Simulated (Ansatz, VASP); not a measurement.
## Re, level by level in two programs

```
Re
1.0
     2.79713    0.00000    0.00000
    -1.39857    2.42239    0.00000
     0.00000    0.00000    4.51687
Re
2
Direct
  0.66667 0.33333 0.75000
  0.33333 0.66667 0.25000
```

Single points on this cell with VASP 6.6.1 and Ansatz 0.2.0. Each row is one pair of runs. Alike in all rows: spin: off; k mesh: 11 × 11 × 6; smearing: fermi-dirac, width 0.05 eV; VASP's potentials, cutoff: VASP PAW PBE potentials, release 64 (Re), 520 eV.

```csv
level,"Ansatz's potentials, cutoff","gap on the k mesh at the Fermi level (eV), VASP","gap on the k mesh at the Fermi level (eV), Ansatz","pressure (GPa), VASP","pressure (GPa), Ansatz"
RPBE+D4,"Ansatz PAW, 420 eV",none,none,-17.0,-16.3
revPBE,"Ansatz PAW, 420 eV",none,none,-6.1,-5.4
BLYP+D3(BJ),"Ansatz PAW, 420 eV",none,none,-10.0,-11.9
r2SCAN+D4,"Ansatz PAW, 500 eV",none,none,-16.3,-16.1
```

Pressure (GPa): the two programs differ by at most 1.92.

VASP's potentials hold 14 valence electrons a cell and Ansatz's 30, so a difference there can come from the potentials and not from the codes.

A gap of «none» marks a metal or a gap that the smearing closes.

Spin-orbit coupling is off throughout.
